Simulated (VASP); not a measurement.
**BaS: single point with PBE**

The system is BaS.

```
Ba S
1.0
     0.00000    3.19375    3.19375
     3.19375    0.00000    3.19375
     3.19375    3.19375    0.00000
Ba S
1 1
Direct
  0.01369 0.98253 0.98187
  0.51505 0.48395 0.47902
```

| Property | Result |
| --- | --- |
| Program | VASP 6.6.1 |
| Task | single point |
| Functional | PBE |
| Potentials or basis | VASP PAW PBE potentials, release 64 (Ba_sv, S) |
| Cutoff | 500 eV |
| k mesh | 3 × 3 × 3 |
| Occupations | fermi-dirac, width 0.1 eV |
| Spin | no spin polarisation |
| Dipole correction | no |
| Further INCAR settings | ALGO = Normal; EDIFF = 1e-06; NBANDS = 15 |

| Property | Result |
| --- | --- |
| Pressure | 1.6 GPa |
| Largest force | 0.018 eV/Å |
| Band gap on the k mesh | 2.40 eV (least direct gap 2.57 eV) |

Forces on the atoms (eV/Å):
```
Ba  -0.008 -0.008  0.015
S    0.008  0.008 -0.015
```

Levels at points of the mesh, in eV from the valence-band top:
```csv
k point,band 5,band 6,band 7,band 8,band 9,band 10,band 11,band 12
"(0.00, 0.00, 0.00)",-10.35,0.00,0.00,0.00,3.58,3.84,3.84,3.84
```

Wall time 28 s on 1 thread of Intel Xeon 8259CL, with other jobs on the host, peak memory 0.2 GiB.

Caveat: the k points lie up to 0.57 Å⁻¹ apart; spin-orbit coupling is left out, which moves the levels of the heavy elements; an odd mesh through Γ misses points on the zone boundary, where band edges can lie.
